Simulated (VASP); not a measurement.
A run of VASP 6.6.1 is set up as follows.

INCAR

```
SYSTEM = Ir
PREC     = Accurate       ! precision mode
ENCUT    = 520            ! plane-wave cutoff, eV
EDIFF    = 1E-6           ! SCF threshold, eV
ISMEAR   = -1             ! smearing method
SIGMA    = 0.08           ! smearing width, eV
LREAL    = .FALSE.        ! projectors in reciprocal space
LASPH    = .TRUE.         ! aspherical terms in the spheres
NELM     = 80             ! most SCF steps
ALGO     = Normal         ! electronic algorithm
ISIF     = 2              ! what is computed and relaxed
LWAVE    = .FALSE.        ! write WAVECAR
LCHARG   = .TRUE.         ! write CHGCAR
LELF     = .TRUE.         ! ELF
LVHAR    = .TRUE.       
NBANDS   = 10             ! bands
```

The input KPOINTS:

```
regular mesh
0
G
  20 20 20
  0 0 0
```

POSCAR

```
Ir
1.0
   -1.4086968972      1.4086968972      1.4086968972
    1.4086968972     -1.4086968972      1.4086968972
    1.4086968972      1.4086968972     -1.4086968972
Ir
1
Direct
    0.0000000000      0.0000000000      0.0000000000
```

Potentials or basis: VASP PAW LDA potentials, release 64 (Ir).

Command:

```sh
$ cat potpaw_LDA.64/Ir/POTCAR > POTCAR
$ mpirun -np 1 vasp_std > vasp.out
```

Question: Estimate the band gap on the k mesh.

Answer: Zero (an odd number of electrons rules out a gap without spin polarisation).

Question: Predict the pressure.

Answer: 170.4 GPa.

Caveat: the cell stands under pressure; spin-orbit coupling is left out, which moves the levels of the heavy elements.
